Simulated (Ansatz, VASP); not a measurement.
# GaSb: VASP beside Ansatz

```
Ga Sb
1.0
     0.00000    3.06588    3.09654
     3.06588    0.00000    3.09654
     3.06588    3.06588    0.00000
Ga Sb
1 1
Direct
  0.00000 0.00000 0.00000
  0.25000 0.25000 0.25000
```

Change from the starting cell: uniaxial_z strain +1.0%.

Alike in both runs: task single point; functional PBE; k mesh 8 × 8 × 8; occupations fermi-dirac, width 0.02 eV; no spin polarisation.

|  | VASP | Ansatz |
| --- | --- | --- |
| version | VASP 6.6.1 | Ansatz 0.2.0 |
| potentials or method | VASP PAW PBE potentials, release 64 (Ga_d, Sb) | plane waves, PAW |
| plane-wave cutoff (eV) | 520 | 420 |
| valence electrons in the cell | 18 | 28 |

```tsv
	VASP	Ansatz	Ansatz less VASP
pressure (GPa)	1.5	1.5	-0.08
traceless stress, the component that is largest in VASP (GPa)	-0.27	-0.27	-0.001
```

The functional is the same, so the differences come from potentials, cutoffs and numerics. VASP's potentials hold 18 valence electrons a cell and Ansatz's 28, so a difference there can come from the potentials and not from the codes.

Neither program's run includes spin-orbit coupling.
